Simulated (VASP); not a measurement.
Set up this calculation in VASP 6.6.1, as the native input.

```
Task                   : relaxation of cell and atoms
Functional             : PBEsol
Potentials or basis    : VASP PAW PBE potentials, release 64 (Mg, H)
Cutoff                 : 600 eV
k mesh                 : 4 × 4 × 6
Occupations            : fermi-dirac, width 0.05 eV
Spin                   : no spin polarisation
Dipole correction      : no
Further INCAR settings : ALGO = Normal; EDIFF = 1e-07; IBRION = 2; EDIFFG = -0.01; NSW = 100; ISIF = 3
```

The structure of MgH2 lies in POSCAR:

```
MgH2
1.0
    4.5009840623      0.0153266873     -0.0226897275
    0.0153266873      4.4303128287      0.0077755363
   -0.0152491076      0.0052257124      2.9797621031
Mg H
2 4
Direct
   -0.0063633263     -0.0216836882     -0.0190598947
    0.4841767453      0.5078752619      0.4846120677
    0.3255187978      0.2636756751      0.0237176258
    0.2153278500      0.8126500134      0.4869298779
    0.7831282591      0.1734881162      0.5146721643
    0.6944345729      0.6847168326      0.0067436769
```

One way to write it, as run:

INCAR

```
SYSTEM = MgH2
PREC = Accurate ; ENCUT = 600
EDIFF = 1E-7 ; ISMEAR = -1
SIGMA = 0.05 ; LREAL = .False.
LASPH = .True. ; NELM = 100
ALGO = Normal ; ISIF = 3
LWAVE = .False. ; LCHARG = .False.
GGA = PS ; IBRION = 2
NSW = 100 ; EDIFFG = -0.01
```

KPOINTS

```
Automatic mesh
0
Gamma
  4 4 6
  0 0 0
```

Potentials or basis: VASP PAW PBE potentials, release 64 (Mg, H).

Command:

```console
$ cat potpaw_PBE.64/Mg/POTCAR potpaw_PBE.64/H/POTCAR > POTCAR
$ mpirun -np 1 vasp_std > vasp.out
```

It gave:

The relaxed volume is 10.02 Å³/atom, the relaxed cell is a = 4.469 Å, b = 4.478 Å, c = 3.005 Å, α = 89.99°, β = 90.04°, γ = 90.00° and the space group after relaxing (to 0.05 Å) is P4_2/mnm (No. 136). The energy gained by relaxing is 25.4 meV/atom and the ionic steps are 13. The pressure after relaxing is 0.0 GPa, the largest force after relaxing is 0.008 eV/Å and the band gap on the k mesh is 3.70 eV, indirect (least direct gap 4.54 eV).

Caveat: the PAW data sets were made with another functional, which shifts forces and pressure a little.

Wall time 68 s on 1 thread of Intel(R) Xeon(R) 6975P-C (Granite Rapids) (shared host), peak memory 0.19 GiB.
